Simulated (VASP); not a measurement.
Wanted: the native input for a VASP 6.6.1 run.

* Task: single point
* Functional: LDA
* Potentials or basis: VASP PAW LDA potentials, release 64 (Pb_d, S)
* Cutoff: 520 eV
* k mesh: 8 × 8 × 8
* Occupations: fermi-dirac, width 0.05 eV
* Spin: no spin polarisation
* Dipole correction: no
* Further INCAR settings: ALGO = Normal; EDIFF = 1e-07; NBANDS = 17

The structure of PbS (Galena) lies in POSCAR:

```
PbS
1.0
    0.0000000000      2.9853913009      2.9853913009
    2.9853913009      0.0000000000      2.9853913009
    2.9853913009      2.9853913009      0.0000000000
Pb S
1 1
Direct
    0.0000000000      0.0000000000      0.0000000000
    0.5000000000      0.5000000000      0.5000000000
```

One way to write it, as run:

INCAR

```
SYSTEM = PbS
PREC = Accurate
ENCUT = 520
EDIFF = 1E-7
ISMEAR = -1
SIGMA = 0.05
LREAL = .FALSE.
LASPH = .TRUE.
NELM = 100
ALGO = Normal
ISIF = 2
LWAVE = .FALSE.
LCHARG = .FALSE.
NBANDS = 17
```

KPOINTS

```
regular mesh
0
G
  8 8 8
  0 0 0
```

Potentials or basis: VASP PAW LDA potentials, release 64 (Pb_d, S).

Run with:

```bash
$ cat potpaw_LDA.64/Pb_d/POTCAR potpaw_LDA.64/S/POTCAR > POTCAR
$ mpirun -np 1 vasp_std > vasp.out
```

It gave:

The pressure is -3.6 GPa and the band gap on the k mesh is 0.28 eV, direct.

Caveat: spin-orbit coupling is left out, which moves the levels of the heavy elements.

Wall time 22 s on 1 thread of Intel(R) Xeon(R) Platinum 8488C (Sapphire Rapids) (shared host), peak memory 0.16 GiB.
